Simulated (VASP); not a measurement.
# VGe3 (Pm-3m) in VASP: a series of runs

Runs on VGe3. Level: PBE. Tasks: single point, relaxation of cell and atoms.

Everything below comes from runs of VASP 6.6.1. Logs are shortened: lines on timing, memory, paths and dates and some standing lists are left out, and cuts for length are marked.

**1. The cell of the first run**

The structure is cubic, space group Pm-3m (No. 221). Conventional cell: a = 4.064 Å, b = 4.064 Å, c = 4.064 Å, α = 90.00°, β = 90.00°, γ = 90.00°. V (site symmetry m-3m) has 12 Ge at 2.87 Å within 3.8 Å. Ge (site symmetry 4/mmm) has 4 V at 2.87 Å and 8 Ge at 2.87 Å within 3.8 Å.

**2. Single point, PBE, collinear spin, ferromagnetic start**

INCAR

```
PREC = Accurate ; ENCUT = 520
EDIFF = 1E-6 ; ISMEAR = 0
SIGMA = 0.1 ; LREAL = F
LASPH = T ; NELM = 150
ALGO = Normal ; ISIF = 2
LWAVE = F ; LCHARG = F
ISPIN = 2 ; MAGMOM = 1.61 0 0 0
LORBIT = 11 ; LMAXMIX = 4
GGA = PE ; NBANDS = 40
```

KPOINTS

```
regular mesh
0
Gamma
  4 4 4
```

POSCAR

```
VGe3
1.0
    4.0640941127      0.0000000000      0.0000000000
    0.0000000000      4.0640941127      0.0000000000
    0.0000000000      0.0000000000      4.0640941127
V Ge
1 3
Direct
    0.0000000000      0.0000000000      0.0000000000
    0.0000000000      0.5000000000      0.5000000000
    0.5000000000      0.0000000000      0.5000000000
    0.5000000000      0.5000000000      0.0000000000
```

Potentials or basis: VASP PAW PBE potentials, release 64 (V_sv, Ge_d).

On the command line:

```sh
$ cat potpaw_PBE.64/V_sv/POTCAR potpaw_PBE.64/Ge_d/POTCAR > POTCAR
$ mpirun -np 1 vasp_std > vasp.out
```

OUTCAR:

```text
PREC = Accurate
   ENCUT = 520
   EDIFF = 1E-6
   ISMEAR = 0
   LREAL = F
   LASPH = T
   NELM = 150
   ISIF = 2
   ISPIN = 2
   LORBIT = 11
   GGA = PE

 ion  position               nearest neighbor table
   1  0.000  0.000  0.000-   2 2.87   3 2.87   4 2.87   2 2.87   3 2.87   2 2.87   4 2.87   2 2.87
                             3 2.87   4 2.87   3 2.87   4 2.87
   2  0.000  0.500  0.500-   1 2.87   3 2.87   4 2.87   1 2.87   4 2.87   1 2.87   3 2.87   1 2.87
                             3 2.87   4 2.87   4 2.87   3 2.87
   3  0.500  0.000  0.500-   1 2.87   2 2.87   4 2.87   1 2.87   4 2.87   2 2.87   4 2.87   4 2.87
                             1 2.87   2 2.87   1 2.87   2 2.87
   4  0.500  0.500  0.000-   1 2.87   2 2.87   3 2.87   2 2.87   3 2.87   1 2.87   3 2.87   3 2.87
                             1 2.87   2 2.87   2 2.87   1 2.87

  LATTYP: Found a simple cubic cell.
 ALAT       =     4.0640941127

  Lattice vectors:

 A1 = (   4.0640941127,   0.0000000000,   0.0000000000)
 A2 = (   0.0000000000,   4.0640941127,   0.0000000000)
 A3 = (   0.0000000000,   0.0000000000,   4.0640941127)

Analysis of symmetry for initial positions (statically):
=====================================================================
 Subroutine PRICEL returns:
 Original cell was already a primitive cell.

 Routine SETGRP: Setting up the symmetry group for a
 simple cubic supercell.

 Subroutine GETGRP returns: Found 48 space group operations
[... 9 lines left out ...]

 Routine SETGRP: Setting up the symmetry group for a
 simple cubic supercell.

 Subroutine GETGRP returns: Found 48 space group operations
 (whereof 48 operations were pure point group operations)
 out of a pool of 48 trial point group operations.

The dynamic configuration has the point symmetry O_h .

Analysis of structural, dynamic, and magnetic symmetry:
=====================================================================
 Subroutine PRICEL returns:
 Original cell was already a primitive cell.

 Routine SETGRP: Setting up the symmetry group for a
 simple cubic supercell.

 Subroutine GETGRP returns: Found 48 space group operations
 (whereof 48 operations were pure point group operations)
 out of a pool of 48 trial point group operations.

The overall configuration has the point symmetry O_h .

 Subroutine INISYM returns: Found 48 space group operations
[... 5 lines left out ...]
                                     Primitive cell

  volume of cell :      67.1261

  direct lattice vectors                    reciprocal lattice vectors
     4.064094113  0.000000000  0.000000000     0.246057294  0.000000000  0.000000000
     0.000000000  4.064094113  0.000000000     0.000000000  0.246057294  0.000000000
     0.000000000  0.000000000  4.064094113     0.000000000  0.000000000  0.246057294

  length of vectors
     4.064094113  4.064094113  4.064094113     0.246057294  0.246057294  0.246057294

  position of ions in fractional coordinates (direct lattice)
     0.000000000  0.000000000  0.000000000
     0.000000000  0.500000000  0.500000000
     0.500000000  0.000000000  0.500000000
     0.500000000  0.500000000  0.000000000

  ion indices of the primitive-cell ions
   primitive index   ion index
                 1           1
                 2           2
                 3           3
                 4           4

----------------------------------------------------------------------------------------

 KPOINTS: regular mesh

Automatic generation of k-mesh.
 Grid dimensions read from file:
 generate k-points for:    4    4    4

 Generating k-lattice:

  Cartesian coordinates                     Fractional coordinates (reciprocal lattice)
     0.061514324  0.000000000  0.000000000     0.250000000  0.000000000  0.000000000
     0.000000000  0.061514324  0.000000000     0.000000000  0.250000000  0.000000000
     0.000000000  0.000000000  0.061514324     0.000000000  0.000000000  0.250000000

  Length of vectors
     0.061514324  0.061514324  0.061514324

  Shift w.r.t. Gamma in fractional coordinates (k-lattice)
     0.000000000  0.000000000  0.000000000

 Subroutine IBZKPT returns following result:
 ===========================================

 Found     10 irreducible k-points:

 Following reciprocal coordinates:
            Coordinates               Weight
  0.000000  0.000000  0.000000      1.000000
  0.250000  0.000000  0.000000      6.000000
  0.500000  0.000000  0.000000      3.000000
  0.250000  0.250000  0.000000     12.000000
  0.500000  0.250000  0.000000     12.000000
  0.500000  0.500000  0.000000      3.000000
  0.250000  0.250000  0.250000      8.000000
  0.500000  0.250000  0.250000     12.000000
  0.500000  0.500000  0.250000      6.000000
  0.500000  0.500000  0.500000      1.000000
   k-points           NKPTS =     10   k-points in BZ     NKDIM =     10   number of bands    NBANDS=     40
   number of dos      NEDOS =    301   number of ions     NIONS =      4
   total plane-waves  NPLWV =  27000
   dimension x,y,z NGX =    30 NGY =   30 NGZ =   30
   dimension x,y,z NGXF=    60 NGYF=   60 NGZF=   60
   ions per type =               1   3
   NGX,Y,Z   is equivalent  to a cutoff of  12.27, 12.27, 12.27 a.u.
   NGXF,Y,Z  is equivalent  to a cutoff of  24.54, 24.54, 24.54 a.u.
 SYSTEM =  unknown system
   PREC   = accura    normal or accurate (medium, high low for compatibility)
   ISTART =      0    job   : 0-new  1-cont  2-samecut
   ICHARG =      2    charge: 1-file 2-atom 10-const
   ISPIN  =      2    spin polarized calculation?
   LNONCOLLINEAR =      F non collinear calculations
   LSORBIT =      F    spin-orbit coupling
   LASPH  =      T    aspherical Exc in radial PAW
   ENCUT  =  520.0 eV  38.22 Ry    6.18 a.u.   7.56  7.56  7.56*2*pi/ulx,y,z
   NELM   =    150;   NELMIN=  2; NELMDL= -5     # of ELM steps
   EDIFF  = 0.1E-05   stopping-criterion for ELM
   LREAL  =      F    real-space projection
   EDIFFG = 0.1E-04   stopping-criterion for IOM
   NSW    =      0    number of steps for IOM
   IBRION =     -1    ionic relax: 0-MD 1-quasi-New 2-CG
   NFREE  =      0    steps in history (QN), initial steepest desc. (CG)
   ISIF   =      2    stress and relaxation
   ISYM   =      2    0-nonsym 1-usesym 2-fastsym
   POTIM  = 0.5000    time-step for ionic-motion
   TEBEG  =    0.0;   TEEND  =   0.0 temperature during run
   PSTRESS=    0.0 pullay stress
   NELECT =      55.0000    total number of electrons
   NUPDOWN=      -1.0000    fix difference up-down
   EMIN   =  10.00;   EMAX   =-10.00  energy-range for DOS
   EFERMI =   0.00;   METHOD = LEGACY
   ISMEAR =     0;   SIGMA  =   0.10  broadening in eV -4-tet -1-fermi 0-gaus
   EFERMI_NEDOS =   21; number of points for ismear=-14 and -15
   IALGO  =     38    algorithm
   IMIX   =      4    mixing-type and parameters
     AMIX     =   0.40;   BMIX     =  1.00
     AMIX_MAG =   1.60;   BMIX_MAG =  1.00
  volume/ion in A,a.u.               =      16.78       113.25
  Fermi-wavevector in a.u.,A,eV,Ry     =   1.531905  2.894882 31.929260  2.346734
  Thomas-Fermi vector in A             =   2.639185
   LORBIT       =     11    0 simple, 1 ext, 2 COOP (PROOUT), +10 PAW based schemes
   GGA     = PE    functional components
   LHFCALC =     F    Hartree Fock is set to
   AEXX    =    0.0000 exact exchange contribution
   IVDW    =     0    specifies the selected vdW correction
   LEPSILON=     F    determine dielectric tensor
   LRPA    =     F    only Hartree local field effects (RPA)
 spin polarized calculation
 Gauss-broadening in eV      SIGMA  =   0.10
  energy-cutoff  :      520.00
  volume of cell :       67.13
 maximum number of plane-waves:      1856
   NGX = 15   NGY = 15   NGZ = 15

 number of electron      54.9999878 magnetization       2.3542830

 Free energy of the ion-electron system (eV)
  ---------------------------------------------------
  ext. energy  EPLUGINS =         0.00000000
  ---------------------------------------------------
  free energy    TOTEN  =       -21.33369959 eV

  energy without entropy =      -21.31792845  energy(sigma->0) =      -21.32581402

 E-fermi :   8.2902     XC(G=0): -11.8184

 val. band max:        8.1514655978   @ k =   0.5000   0.2500   0.2500
 cond. band min:       8.3095977572   @ k =   0.5000   0.2500   0.2500
 fundamental gap:      0.1581321594
 Fermi energy:         8.2901975305

 spin component 1

 k-point     1 :       0.0000    0.0000    0.0000
  band No.  band energies     occupation
      1     -56.7086      1.00000
      2     -30.5951      1.00000
      3     -30.5951      1.00000
      4     -30.5951      1.00000
      5     -16.7130      1.00000
      6     -16.7053      1.00000
[... 31 lines left out ...]
     38      17.1013      0.00000
     39      17.1013      0.00000
[... 376 lines left out ...]
     38      21.6215      0.00000
     39      21.6232      0.00000
 Fermi energy:         8.2901975305

 spin component 2

 k-point     1 :       0.0000    0.0000    0.0000
  band No.  band energies     occupation
      1     -54.6363      1.00000
      2     -28.5403      1.00000
      3     -28.5403      1.00000
      4     -28.5403      1.00000
      5     -16.7122      1.00000
      6     -16.7090      1.00000
[... 31 lines left out ...]
     38      17.3500      0.00000
     39      17.3500      0.00000
[... 376 lines left out ...]
     38      21.5270      0.00000
     39      21.5270      0.00000
 [bands above 39 left out]

------------------------ aborting loop because EDIFF is reached ----------------------------------------

  FORCE on cell =-STRESS in cart. coord.  units (eV):
  Direction    XX          YY          ZZ          XY          YZ          ZX
  --------------------------------------------------------------------------------------
  -------------------------------------------------------------------------------------
  Total        0.1655943      0.1655943      0.1655943     -0.0000000     -0.0000000      0.0000000
  in kB        3.9524354      3.9524354      3.9524354     -0.0000000     -0.0000000      0.0000000
  external PRESSURE =       3.9524354 kB  Pullay stress =       0.0000000 kB

 VOLUME and BASIS-vectors are now :
 -----------------------------------------------------------------------------
  energy-cutoff  :      520.00
  volume of cell :       67.13
      direct lattice vectors                 reciprocal lattice vectors
     4.064094113  0.000000000  0.000000000     0.246057294  0.000000000  0.000000000
     0.000000000  4.064094113  0.000000000     0.000000000  0.246057294  0.000000000
     0.000000000  0.000000000  4.064094113     0.000000000  0.000000000  0.246057294

 POSITION                                       TOTAL-FORCE (eV/Angst)
 -----------------------------------------------------------------------------------
      0.00000      0.00000      0.00000         0.000000      0.000000      0.000000
      0.00000      2.03205      2.03205         0.000000      0.000000      0.000000
      2.03205      0.00000      2.03205         0.000000      0.000000      0.000000
      2.03205      2.03205      0.00000         0.000000      0.000000      0.000000
 -----------------------------------------------------------------------------------
    total drift:                                0.000000      0.000000     -0.000000

  FREE ENERGIE OF THE ION-ELECTRON SYSTEM (eV)
  ---------------------------------------------------
  free  energy   TOTEN  =       -21.3336995922 eV

  energy  without entropy=      -21.3179284540  energy(sigma->0) =      -21.32581402

 total charge

# of ion       s       p       d       tot
------------------------------------------
    1        2.192   6.091   3.123  11.407
    2        1.203   1.041  10.044  12.288
    3        1.203   1.041  10.044  12.288
    4        1.203   1.041  10.044  12.288
--------------------------------------------------
tot          5.800   9.216  33.255  48.271

 magnetization (x)

# of ion       s       p       d       tot
------------------------------------------
    1        0.038   0.018   2.070   2.126
    2       -0.002  -0.020   0.007  -0.014
    3       -0.002  -0.020   0.007  -0.014
    4       -0.002  -0.020   0.007  -0.014
--------------------------------------------------
tot          0.033  -0.042   2.092   2.084
```

It took 73 s on 1 thread of Intel Xeon Platinum 8259CL at 2.50GHz (Skylake/Cascade Lake), shared host; peak memory 0.2 GiB.

What came out:

```yaml
Free_energy: -21.3337 eV
Pressure: 0.4 GPa
Net_moment: 2.35 μB per cell
Site_moments: V +2.13; Ge -0.01 μB
Valence_electrons_inside_the_program's_atomic_spheres: V 11.41; Ge 12.29
```

Levels at points of the mesh, in eV from the Fermi level:
Spin up:
```csv
k point,band 27,band 28,band 29,band 30,band 31,band 32
"(0.00, 0.00, 0.00)",-0.67,-0.67,0.04,0.04,0.80,2.79
"(0.50, 0.00, 0.00)",-0.75,-0.75,-0.59,0.45,0.78,1.08
"(0.50, 0.50, 0.00)",-0.54,-0.50,-0.24,0.73,0.73,0.80
"(0.50, 0.50, 0.50)",-0.40,-0.39,-0.24,0.53,0.53,0.53
```
Spin down:
```
           k point  band 23  band 24  band 25  band 26  band 27  band 28  band 29  band 30
(0.00, 0.00, 0.00)    -3.97    -3.97    -3.97     0.84     0.84     0.84     1.33     1.88
(0.50, 0.00, 0.00)    -3.19    -3.19    -2.05    -0.61    -0.61     0.37     0.55     0.97
(0.50, 0.50, 0.00)    -5.88    -1.62    -1.62    -0.82    -0.26     0.84     0.84     1.52
(0.50, 0.50, 0.50)    -6.46    -4.89    -4.89    -4.89     0.65     1.87     1.87     2.14
```

Caveat: the k points lie up to 0.39 Å⁻¹ apart.

(Part 1 of 2 ends here.)
